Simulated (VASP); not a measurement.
Write the native input for VASP 6.6.1 that does the following.

```yaml
Task: single point
Functional: PBE
Potentials_or_basis: VASP PAW PBE potentials, release 64 (Hg_sv_GW, Ru_sv)
Cutoff: 560 eV
k_mesh: 8 × 8 × 8
Occupations: gaussian, width 0.1 eV
Spin: no spin polarisation
Dipole_correction: no
Further_INCAR_settings: ALGO = Normal; EDIFF = 1e-06; NBANDS = 65
```

The structure of Hg2Ru lies in POSCAR:

```
Hg2Ru
1.0
    0.0000000000      3.9028142629      3.9028142629
    3.9028142629      0.0000000000      3.9028142629
    3.9028142629      3.9028142629      0.0000000000
Hg Ru
4 2
Direct
    0.1250000000      0.1250000000      0.1250000000
    0.6250000000      0.1250000000      0.1250000000
    0.1250000000      0.1250000000      0.6250000000
    0.1250000000      0.6250000000      0.1250000000
    0.5000000000      0.5000000000      0.5000000000
    0.7500000000      0.7500000000      0.7500000000
```

These files were run (other wordings do the same):

INCAR

```
SYSTEM = Hg2Ru
ALGO = Normal
EDIFF = 1E-6
ENCUT = 560
GGA = PE
GGA_COMPAT = .FALSE.
ISIF = 2
ISMEAR = 0
LASPH = .TRUE.
LCHARG = .FALSE.
LREAL = .FALSE.
LWAVE = .FALSE.
NBANDS = 65
NELM = 120
PREC = Accurate
SIGMA = 0.1
```

KPOINTS

```
k-points
0
G
  8 8 8
  0 0 0
```

Potentials or basis: VASP PAW PBE potentials, release 64 (Hg_sv_GW, Ru_sv).

Launch:

```sh
$ cat potpaw_PBE.64/Hg_sv_GW/POTCAR potpaw_PBE.64/Ru_sv/POTCAR > POTCAR
$ mpirun -np 1 vasp_std > vasp.out
```

It gave:

```
Pressure               : -0.2 GPa
Band gap on the k mesh : zero (bands 56 and 57 overlap by 0.20 eV)
```

Caveat: spin-orbit coupling is left out, which moves the levels of the heavy elements.

Wall time 3.6 min on 1 thread of Intel(R) Xeon(R) 6975P-C (Granite Rapids), with other jobs on the host, peak memory 0.44 GiB.
